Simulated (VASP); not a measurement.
Ta2C:

```xyz
3
Lattice="3.1059 0.0000 0.0000 -1.5530 2.6898 0.0000 0.0000 0.0000 4.9464" Properties=species:S:1:pos:R:3 pbc="T T T"
Ta    0.0000    1.7932    1.2465
Ta    1.5530    0.8966    3.6999
C     0.0000    0.0000    0.0000
```

Base run:

- Program: VASP 6.6.1
- Functional: BLYP
- Potentials or basis: VASP PAW PBE potentials, release 64 (Ta_pv, C)
- Cutoff: 600 eV
- k mesh: 12 × 12 × 7
- Occupations: fermi-dirac, width 0.05 eV
- Spin: no spin polarisation

Its results: band gap on the k mesh zero (bands 13 and 14 overlap by 0.73 eV); pressure 14.2 GPa; largest force 0.623 eV/Å.

**Question.** The run is repeated on the same cell with these changes: functional from BLYP to PBEsol. What comes out?

**Answer.** Band gap on the k mesh zero (bands 13 and 14 overlap by 0.75 eV); pressure -2.7 GPa; largest force 0.054 eV/Å.

PBEsol binds more tightly than BLYP, so the same cell stands under less pressure.

Caveats: the PAW data sets were made with another functional, which shifts forces and pressure a little; spin-orbit coupling is left out, which moves the levels of the heavy elements; the cell stands under pressure (at least some runs).
